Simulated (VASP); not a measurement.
A run of VASP 6.6.1 is set up as follows.

INCAR

```
SYSTEM = TiCo
PREC     = Accurate       ! precision mode
ENCUT    = 520            ! plane-wave cutoff, eV
EDIFF    = 1E-6           ! SCF threshold, eV
ISMEAR   = 0              ! smearing method
SIGMA    = 0.1            ! smearing width, eV
LREAL    = .False.        ! projectors in reciprocal space
LASPH    = .True.         ! aspherical terms in the spheres
NELM     = 150            ! most SCF steps
ALGO     = Fast           ! electronic algorithm
ISIF     = 2              ! what is computed and relaxed
LWAVE    = .False.        ! write WAVECAR
LCHARG   = .False.        ! write CHGCAR
ISPIN    = 2              ! spin polarisation
MAGMOM   = 0 1.09         ! initial moments
LORBIT   = 11             ! projections on sites
LMAXMIX  = 4              ! l up to which the mixer works
GGA      = PE             ! functional
NBANDS   = 22             ! bands
```

Contents of KPOINTS:

```
Automatic mesh
0
Gamma
  14 14 14
  0 0 0
```

Contents of POSCAR:

```
TiCo
1.0
    2.9861109900      0.0000000000      0.0000000000
    0.0000000000      2.9861109900      0.0000000000
    0.0000000000      0.0000000000      2.9861109900
Ti Co
1 1
Direct
    0.0000000000      0.0000000000      0.0000000000
    0.5000000000      0.5000000000      0.5000000000
```

Potentials or basis: VASP PAW PBE potentials, release 64 (Ti_sv, Co).

Command:

```console
$ cat potpaw_PBE.64/Ti_sv/POTCAR potpaw_PBE.64/Co/POTCAR > POTCAR
$ mpirun -np 1 vasp_std > vasp.out
```

Estimate the pressure.

-0.7 GPa.

Predict the net moment.

0.87 μB per cell.
